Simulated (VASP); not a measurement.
Runs of VASP 6.6.1 on Co. Symmetry: P-3m1, No. 164, trigonal system. The conventional cell has a = 2.487 Å, b = 2.487 Å, c = 4.063 Å, α = 90.00°, β = 90.00°, γ = 120.00°. Co (site symmetry 3m) has 12 Co at 2.42 to 2.55 Å within 3.2 Å. 

```csv
smearing,gap on the mesh (eV),pressure (GPa),moment (μB),largest force (eV/Å)
methfessel-paxton 0.1 eV,none,-17.1,0.00,0.51
methfessel-paxton 0.2 eV,none,-17.3,0.00,0.52
methfessel-paxton 0.5 eV,none,-18.5,0.00,0.54
methfessel-paxton 0.3 eV,none,(a),0.00,0.53
```

Alike in all rows: task single point; level PBEsol; potentials or basis VASP PAW PBE potentials, release 64 (Co); spin collinear, antiferromagnetic start; cell as given; k mesh 14 × 14 × 8; cutoff (eV) 520.

Fill in the values left out.

(a) -17.7.

Caveats: the cell stands under tension; the PAW data sets were made with another functional, which shifts forces and pressure a little; so wide a smearing shifts energies and pressures (at least some runs).

A gap of «none» marks levels without a gap at the run's occupations.
